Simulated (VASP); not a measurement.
# Ta4N (Pm-3m) in VASP: further runs, part 2 of 2

VASP 6.6.1. The steps go on from the part before.

## (4) Single point, PBE

This run uses another cell than the first one: it holds 10 atoms, not 5.

Contents of INCAR:

```
SYSTEM = Ta4N
ALGO = Normal ; EDIFF = 1E-6
ENCUT = 520 ; GGA = PE
ISIF = 2 ; ISMEAR = 0
LASPH = .TRUE. ; LCHARG = .TRUE.
LELF = .TRUE. ; LREAL = .FALSE.
LVHAR = .TRUE. ; LWAVE = .FALSE.
NBANDS = 60 ; NELM = 100
PREC = Accurate ; SIGMA = 0.2
```

Contents of KPOINTS:

```
k-points
0
G
  6 6 4
  0 0 0
```

Contents of POSCAR:

```
Ta4N
1.0
   -4.2908685883      0.0000000000      0.0000000000
    0.0000000000      0.0000000000     -4.2908685883
    0.0000000000     -8.5817371766      0.0000000000
Ta N
8 2
Direct
    0.5000000000      0.0000000000      0.0000000000
    0.5000000000      0.0000000000      0.5000000000
    0.0000000000      0.0000000000      0.7500000000
    0.0000000000      0.0000000000      0.2500000000
    0.0000000000      0.5000000000      0.0000000000
    0.0000000000      0.5000000000      0.5000000000
    0.5000000000      0.5000000000      0.7500000000
    0.5000000000      0.5000000000      0.2500000000
    0.0000000000      0.0000000000      0.0000000000
    0.0000000000      0.0000000000      0.5000000000
```

Potentials or basis: VASP PAW PBE potentials, release 64 (Ta_pv, N).

Run with:

```
$ cat potpaw_PBE.64/Ta_pv/POTCAR potpaw_PBE.64/N/POTCAR > POTCAR
$ mpirun -np 1 vasp_std > vasp.out
```

OUTCAR:

```text
SYSTEM = Ta4N
   EDIFF = 1E-6
   ENCUT = 520
   GGA = PE
   ISIF = 2
   ISMEAR = 0
   LASPH = .TRUE.
   LREAL = .FALSE.
   NELM = 100
   PREC = Accurate

 ion  position               nearest neighbor table
   1  0.500  0.000  0.000-   9 2.15   9 2.15   5 3.03   7 3.03   8 3.03   3 3.03   5 3.03   7 3.03
                             8 3.03   3 3.03   4 3.03   5 3.03   4 3.03   5 3.03
   2  0.500  0.000  0.500-  10 2.15  10 2.15   6 3.03   7 3.03   8 3.03   3 3.03   6 3.03   7 3.03
                             8 3.03   3 3.03   4 3.03   6 3.03   4 3.03   6 3.03
   3  0.000  0.000  0.750-   9 2.15  10 2.15   5 3.03   6 3.03   7 3.03   1 3.03   2 3.03   5 3.03
                             6 3.03   7 3.03   1 3.03   2 3.03   7 3.03   7 3.03
[... 1757 lines left out ...]
  energy-cutoff  :      520.00
  volume of cell :      158.00
      direct lattice vectors                 reciprocal lattice vectors
    -4.290868588  0.000000000  0.000000000    -0.233053047  0.000000000  0.000000000
     0.000000000  0.000000000 -4.290868588     0.000000000  0.000000000 -0.233053047
     0.000000000 -8.581737177  0.000000000     0.000000000 -0.116526524  0.000000000

 POSITION                                       TOTAL-FORCE (eV/Angst)
 -----------------------------------------------------------------------------------
     -2.14543      0.00000      0.00000         0.000000     -0.000000     -0.000000
     -2.14543     -4.29087      0.00000         0.000000     -0.000000     -0.000000
      0.00000     -6.43630      0.00000        -0.000000     -0.000000     -0.000000
      0.00000     -2.14543      0.00000        -0.000000     -0.000000     -0.000000
      0.00000      0.00000     -2.14543        -0.000000     -0.000000      0.000000
      0.00000     -4.29087     -2.14543        -0.000000     -0.000000      0.000000
     -2.14543     -6.43630     -2.14543        -0.000000     -0.000000      0.000000
     -2.14543     -2.14543     -2.14543        -0.000000     -0.000000      0.000000
      0.00000      0.00000      0.00000        -0.000000     -0.000000     -0.000000
      0.00000     -4.29087      0.00000        -0.000000      0.000000     -0.000000
 -----------------------------------------------------------------------------------
    total drift:                               -0.000000     -0.000000     -0.000000

  FREE ENERGIE OF THE ION-ELECTRON SYSTEM (eV)
  ---------------------------------------------------
  free  energy   TOTEN  =      -115.5655702506 eV

  energy  without entropy=     -115.4405709685  energy(sigma->0) =     -115.50307061
```

OSZICAR:

```text
N       E                     dE             d eps       ncg     rms          rms(c)
DAV:   1     0.104163575088E+04    0.10416E+04   -0.53832E+04  3600   0.171E+03
DAV:   2    -0.545370851358E+02   -0.10962E+04   -0.10653E+04  3900   0.515E+02
DAV:   3    -0.122485120285E+03   -0.67948E+02   -0.65238E+02  4568   0.112E+02
DAV:   4    -0.124805725345E+03   -0.23206E+01   -0.22682E+01  4312   0.183E+01
DAV:   5    -0.124873662571E+03   -0.67937E-01   -0.67711E-01  4512   0.272E+00    0.461E+01
DAV:   6    -0.116541508847E+03    0.83322E+01   -0.42034E+01  4556   0.234E+01    0.217E+01
DAV:   7    -0.115717044827E+03    0.82446E+00   -0.40023E+00  4340   0.980E+00    0.780E+00
DAV:   8    -0.115612475616E+03    0.10457E+00   -0.12095E+00  4428   0.592E+00    0.166E+00
DAV:   9    -0.115568294936E+03    0.44181E-01   -0.25552E-01  4576   0.302E+00    0.759E-01
DAV:  10    -0.115566510930E+03    0.17840E-02   -0.32138E-02  4520   0.962E-01    0.296E-01
DAV:  11    -0.115565587921E+03    0.92301E-03   -0.79267E-03  4580   0.409E-01    0.370E-02
DAV:  12    -0.115565582896E+03    0.50243E-05   -0.46987E-04  4116   0.992E-02    0.311E-02
DAV:  13    -0.115565570963E+03    0.11933E-04   -0.99732E-05  4524   0.416E-02    0.158E-02
DAV:  14    -0.115565569782E+03    0.11814E-05   -0.51943E-06  3648   0.142E-02    0.384E-03
DAV:  15    -0.115565570251E+03   -0.46864E-06   -0.15475E-06  2488   0.643E-03
   1 F= -.11556557E+03 E0= -.11550307E+03  d E =-.124999E+00
```

Wall time 3.8 min (1 thread of AMD EPYC 7R43 (Zen 3), shared host); peak memory 0.33 GiB.

What came out:

```yaml
Free_energy: -115.5656 eV
Pressure: 0.3 GPa
Band_gap_on_the_k_mesh: zero (bands 49 and 50 overlap by 0.91 eV)
```

Levels at points of the mesh, in eV from the Fermi level:
```csv
k point,band 47,band 48,band 49,band 50,band 51,band 52
"(0.00, 0.00, 0.00)",-0.06,-0.06,0.09,0.09,0.18,1.03
"(0.50, 0.00, 0.00)",-1.05,-0.38,-0.38,0.09,0.09,0.18
"(0.50, 0.50, 0.00)",-0.16,-0.16,-0.16,0.02,0.02,0.19
"(0.00, 0.00, 0.50)",0.42,0.42,0.42,0.42,1.20,1.20
"(0.50, 0.00, 0.50)",-1.25,-1.25,-0.14,-0.14,0.59,0.59
"(0.50, 0.50, 0.50)",-0.32,-0.32,-0.32,-0.32,-0.30,-0.30
```

Caveat: spin-orbit coupling is left out, which moves the levels of the heavy elements.

## (5) Relaxation of cell and atoms, PBE

This run uses another cell than the first one, of 15.80 Å³/atom.

Contents of INCAR:

```
SYSTEM = Ta4N
PREC = Accurate
ENCUT = 600
EDIFF = 1E-6
ISMEAR = 0
SIGMA = 0.1
LREAL = .FALSE.
LASPH = .TRUE.
NELM = 80
ALGO = Normal
ISIF = 3
LWAVE = .FALSE.
LCHARG = .FALSE.
GGA = PE
IBRION = 2
NSW = 100
EDIFFG = -0.01
```

Contents of KPOINTS:

```
regular mesh
0
G
  10 10 10
  0 0 0
```

Contents of POSCAR:

```
Ta4N
1.0
    4.2908685883      0.0000000000      0.0000000000
    0.0000000000      4.2908685883      0.0000000000
    0.0000000000      0.0000000000      4.2908685883
Ta N
4 1
Direct
    0.5000000000      0.0000000000      0.0000000000
    0.0000000000      0.5000000000      0.0000000000
    0.0000000000      0.0000000000      0.5000000000
    0.5000000000      0.5000000000      0.5000000000
    0.0000000000      0.0000000000      0.0000000000
```

Potentials or basis: VASP PAW PBE potentials, release 64 (Ta_pv, N).

Run with:

```
$ cat potpaw_PBE.64/Ta_pv/POTCAR potpaw_PBE.64/N/POTCAR > POTCAR
$ mpirun -np 1 vasp_std > vasp.out
```

OUTCAR:

```text
SYSTEM = Ta4N
   PREC = Accurate
   ENCUT = 600
   EDIFF = 1E-6
   ISMEAR = 0
   LREAL = .FALSE.
   LASPH = .TRUE.
   NELM = 80
   ISIF = 3
   GGA = PE
   IBRION = 2
   NSW = 100
   EDIFFG = -0.01

 ion  position               nearest neighbor table
   1  0.500  0.000  0.000-   5 2.15   5 2.15   4 3.03   2 3.03   3 3.03   4 3.03   2 3.03   4 3.03
                             4 3.03   2 3.03   3 3.03   3 3.03   3 3.03   2 3.03
   2  0.000  0.500  0.000-   5 2.15   5 2.15   4 3.03   1 3.03   3 3.03   4 3.03   1 3.03   3 3.03
                             3 3.03   3 3.03   1 3.03   4 3.03   4 3.03   1 3.03
   3  0.000  0.000  0.500-   5 2.15   5 2.15   4 3.03   1 3.03   1 3.03   2 3.03   2 3.03   2 3.03
                             4 3.03   2 3.03   1 3.03   4 3.03   1 3.03   4 3.03
   4  0.500  0.500  0.500-   1 3.03   2 3.03   3 3.03   1 3.03   2 3.03   1 3.03   3 3.03   1 3.03
                             2 3.03   3 3.03   2 3.03   3 3.03
   5  0.000  0.000  0.000-   1 2.15   2 2.15   3 2.15   3 2.15   2 2.15   1 2.15
[... 279 lines left out ...]

 E-fermi :   6.2561     XC(G=0): -12.5872

 val. band max:        6.2465282165   @ k =   0.5000   0.4000   0.0000
 cond. band min:       6.2622330847   @ k =   0.5000   0.4000   0.4000
 fundamental gap:      0.0157048682
 Fermi energy:         6.2560712586

 k-point     1 :       0.0000    0.0000    0.0000
  band No.  band energies     occupation
      1     -28.7172      2.00000
      2     -28.7172      2.00000
      3     -28.7172      2.00000
      4     -28.2107      2.00000
      5     -28.2107      2.00000
      6     -28.2107      2.00000
[... 757 lines left out ...]
     28       7.5332      0.00000
     29       8.6720      0.00000

 [... further k-points ...]

------------------------ aborting loop because EDIFF is reached ----------------------------------------

  FORCE on cell =-STRESS in cart. coord.  units (eV):
  Direction    XX          YY          ZZ          XY          YZ          ZX
  --------------------------------------------------------------------------------------
  -------------------------------------------------------------------------------------
  Total       -0.0112105     -0.0112105     -0.0112105     -0.0000000      0.0000000      0.0000000
  in kB       -0.2271346     -0.2271346     -0.2271346     -0.0000000      0.0000000      0.0000000
  external PRESSURE =      -0.2271346 kB  Pullay stress =       0.0000000 kB
[... 20 lines left out ...]
  FREE ENERGIE OF THE ION-ELECTRON SYSTEM (eV)
  ---------------------------------------------------
  free  energy   TOTEN  =       -57.7592879921 eV

  energy  without entropy=      -57.7466384121  energy(sigma->0) =      -57.75296320

 reached required accuracy - stopping structural energy minimisation
```

Wall time 4.1 min (1 thread of AMD EPYC 7R43 (Zen 3), shared host); peak memory 0.26 GiB.

Results:

| Item | Value |
| --- | --- |
| Free energy | -57.7593 eV |
| Relaxed volume | 15.82 Å³/atom |
| Relaxed cell | a = 4.292 Å, b = 4.292 Å, c = 4.292 Å, α = 90.00°, β = 90.00°, γ = 90.00° |
| Space group after relaxing (to 0.1 Å) | Pm-3m (No. 221) |
| Energy gained by relaxing | 0.0 meV/atom |
| Ionic steps | 3 |
| Pressure after relaxing | 0.0 GPa |
| Band gap on the k mesh | zero (an odd number of electrons rules out a gap without spin polarisation) |

Final structure:
```yaml
crystal:
  lattice:
    - [4.29224, 0.00000, 0.00000]
    - [0.00000, 4.29224, 0.00000]
    - [0.00000, 0.00000, 4.29224]
  atoms:
    - { symbol: Ta, position: [0.50000, 0.00000, 0.00000] }
    - { symbol: Ta, position: [0.00000, 0.50000, 0.00000] }
    - { symbol: Ta, position: [0.00000, 0.00000, 0.50000] }
    - { symbol: Ta, position: [0.50000, 0.50000, 0.50000] }
    - { symbol: N, position: [0.00000, 0.00000, 0.00000] }
```

Levels at points of the mesh, in eV from the Fermi level:
| k point | band 21 | band 22 | band 23 | band 24 | band 25 | band 26 | band 27 | band 28 | band 29 |
| --- | --- | --- | --- | --- | --- | --- | --- | --- | --- |
| (0.00, 0.00, 0.00) | -3.69 | -3.69 | -0.05 | -0.05 | -0.05 | 2.47 | 2.47 | 3.83 | 3.83 |
| (0.50, 0.00, 0.00) | -1.94 | -1.68 | -1.68 | 0.10 | 0.10 | 0.19 | 1.04 | 1.58 | 1.82 |
| (0.50, 0.50, 0.00) | -1.65 | -1.65 | -1.44 | -1.04 | -0.37 | -0.37 | 1.40 | 1.50 | 2.39 |
| (0.50, 0.50, 0.50) | -0.15 | -0.15 | -0.15 | 0.03 | 0.03 | 0.20 | 0.20 | 0.20 | 3.90 |

Caveat: spin-orbit coupling is left out, which moves the levels of the heavy elements.

## (6) Overview

| task | spin | cell | k mesh | cutoff (eV) | smearing | gap on the mesh (eV) | pressure (GPa) | moment (μB) |
| --- | --- | --- | --- | --- | --- | --- | --- | --- |
| single point | collinear | a = 4.230 Å, 5 atoms, atomic positions A | 4 × 4 × 4 | 520 | gaussian 0.1 eV | none | 11.7 | 0.00 |
| single point | collinear | a = 4.291 Å, 5 atoms, atomic positions A | 4 × 4 × 4 | 520 | gaussian 0.1 eV | none | 0.3 | 0.00 |
| single point | off | a = 4.291, b = 4.291, c = 8.582 Å, 10 atoms, atomic positions B | 6 × 6 × 4 | 520 | gaussian 0.2 eV | none | 0.3 | - |
| relaxation of cell and atoms | off | relaxed from a = 4.291 Å, 5 atoms, atomic positions A | 10 × 10 × 10 | 600 | gaussian 0.1 eV | none | 0.0 | - |

Alike in all rows: level PBE; potentials or basis VASP PAW PBE potentials, release 64 (Ta_pv, N).

Caveats: some runs use coarse meshes; spin-orbit coupling is left out, which moves the levels of the heavy elements.

Total energies depend on the potentials used, so only differences within one code and one set of settings carry meaning.
